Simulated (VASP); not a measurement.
Write the native input for VASP 6.6.1 that does the following.

* Task: single point
* Functional: PBEsol
* Dispersion: D4
* Potentials or basis: VASP PAW PBE potentials, release 64 (Mn_pv, S)
* Cutoff: 520 eV
* k mesh: 9 × 9 × 9
* Occupations: fermi-dirac, width 0.05 eV
* Spin: collinear spin, ferromagnetic start
* Starting moments: [4.0, 0.0] μB
* Dipole correction: no
* Further INCAR settings: ALGO = Normal; EDIFF = 1e-07; NBANDS = 20

The structure of MnS lies in POSCAR:

```
MnS
1.0
    0.0000000000      2.4413250227      2.4413250227
    2.4413250227      0.0000000000      2.4413250227
    2.4413250227      2.4413250227      0.0000000000
Mn S
1 1
Direct
    0.0000000000      0.0000000000      0.0000000000
    0.7500000000      0.7500000000      0.7500000000
```

The input as run:

INCAR

```
PREC = Accurate ; ENCUT = 520
EDIFF = 1E-7 ; ISMEAR = -1
SIGMA = 0.05 ; LREAL = F
LASPH = T ; NELM = 150
ALGO = Normal ; ISIF = 2
LWAVE = F ; LCHARG = T
ISPIN = 2 ; MAGMOM = 4 0
LORBIT = 11 ; LMAXMIX = 4
GGA = PS ; IVDW = 13
LELF = T ; LVHAR = T
NBANDS = 20
```

KPOINTS

```
Automatic mesh
0
Gamma
  9 9 9
```

Potentials or basis: VASP PAW PBE potentials, release 64 (Mn_pv, S).

The run is started by

```bash
$ cat potpaw_PBE.64/Mn_pv/POTCAR potpaw_PBE.64/S/POTCAR > POTCAR
$ mpirun -np 1 vasp_std > vasp.out
```

It gave:

| Quantity | Value |
| --- | --- |
| Pressure | 0.2 GPa |
| Net moment | 0.18 μB per cell |
| Site moments | Mn +0.17; S -0.00 μB |
| Valence electrons inside the program's atomic spheres | Mn 12.13; S 3.74 |
| Dispersion energy per atom | -0.280 eV |

Caveat: the PAW data sets were made with another functional, which shifts forces and pressure a little; the moment fell far below its start of 4 μB, so a state of higher moment may lie lower in energy; pairwise dispersion overbinds metals, which lowers pressure and volume.

Wall time 33 s on 1 thread of AMD EPYC 9R45 96-Core Processor (Zen 5) (shared host), peak memory 0.16 GiB.
